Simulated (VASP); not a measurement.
Runs of VASP 6.6.1 on BaHf3H2. The structure is that of space group I4/mmm (No. 139), or close to it. The cells are those of the table. The cell was generated, and may not be a known phase.

```csv
task,cell,k mesh,cutoff (eV),gap on the mesh (eV),pressure (GPa),relaxed volume (Å³/atom)
single point,"a = 5.491 Å, angles 114.0, 114.0, 100.7°, 6 atoms",4 × 4 × 4,520,none,(a),-
single point,"a = 5.643 Å, angles 128.3, 128.3, 76.1°, 6 atoms",12 × 12 × 12,520,none,0.5,-
single point,"a = 5.642 Å, angles 128.2, 128.2, 76.3°, 6 atoms",6 × 6 × 6,520,none,0.5,-
relaxation of cell and atoms,"relaxed from a = 5.491 Å, angles 114.0, 114.0, 100.7°, 6 atoms",4 × 4 × 4,600,none,0.0,18.09
relaxation of cell and atoms,"relaxed from a = 5.642 Å, angles 128.2, 128.2, 76.3°, 6 atoms",6 × 6 × 6,600,none,-0.2,18.10
```

Alike in all rows: level PBE; potentials or basis VASP PAW PBE potentials, release 64 (Ba_sv, Hf_pv, H); no spin polarisation; smearing gaussian 0.1 eV.

Task: Estimate the missing entries.

Result: (a) 0.3.

Caveats: spin-orbit coupling is left out, which moves the levels of the heavy elements; the stress differs along the axes, from -6 to 14 GPa (at least some runs).

A k mesh can miss the band edges, and the runs leave out spin-orbit coupling on Ba, Hf.

A gap of «none» marks levels without a gap at the run's occupations.
